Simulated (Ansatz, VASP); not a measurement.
**One calculation of Os, two programs**

Contents of INCAR:

```
SYSTEM = Os
PREC = Accurate
ENCUT = 520
EDIFF = 1E-7
ISMEAR = 0
SIGMA = 0.03
LREAL = .False.
LASPH = .True.
NELM = 100
ALGO = Normal
ISIF = 2
LWAVE = .False.
LCHARG = .False.
GGA = PE
NBANDS = 15
```

Contents of KPOINTS:

```
Automatic mesh
0
Gamma
  13 13 7
  0 0 0
```

The input POSCAR:

```
Os
1.0
    2.7559294133      0.0000000000      0.0000000000
   -1.3779647066      2.3867048830      0.0000000000
    0.0000000000      0.0000000000      4.3426533301
Os
2
Direct
    0.3333333333      0.6666666667      0.2500000000
    0.6666666667      0.3333333333      0.7500000000
```

Input for Ansatz:

```yaml
crystal:
  lattice:
    - [2.7559294133, 0.0, 0.0]
    - [-1.3779647066, 2.386704883, 0.0]
    - [0.0, 0.0, 4.3426533301]
  atoms:
    - { symbol: Os, position: [0.3333333333, 0.6666666667, 0.25] }
    - { symbol: Os, position: [0.6666666667, 0.3333333333, 0.75] }
hamiltonian:
  xc: pbe
  pseudopotentials:
    kind: paw
    azcp:
      Os: "pseudopotentials/Os.paw.azcp"
basis:
  ecutwfc: 420
  fft_grid_basis: typed
kpoints:
  mp_grid: { grid: [13, 13, 7], shift: [0, 0, 0] }
magnetization:
  spin_polarized: false
scf:
  occupations: { method: gaussian, width: 0.03 }
  lower_state_search: "off"
output:
  stress: true
```

Alike in both runs: task single point; functional PBE; k mesh 13 × 13 × 7; occupations gaussian, width 0.03 eV; no spin polarisation.

```csv
,VASP,Ansatz
version,VASP 6.6.1,Ansatz 0.2.0
potentials or method,"VASP PAW PBE potentials, release 64 (Os), cutoff 520 eV","plane waves (420 eV) with PAW, scalar-relativistic"
valence electrons in the cell,16,32
```

Ansatz gave:

* pressure (GPa): -0.3
* traceless stress, the component that is largest in VASP (GPa): -0.15

**Question.** Estimate VASP's values.

**Answer.** Pressure (GPa): -0.4; traceless stress, the component that is largest in VASP (GPa): -0.25.

With one functional, cell and mesh, what is left measures potentials, basis and numerics. VASP's potentials hold 16 valence electrons a cell and Ansatz's 32, so a difference there can come from the potentials and not from the codes.

Neither program's run includes spin-orbit coupling.
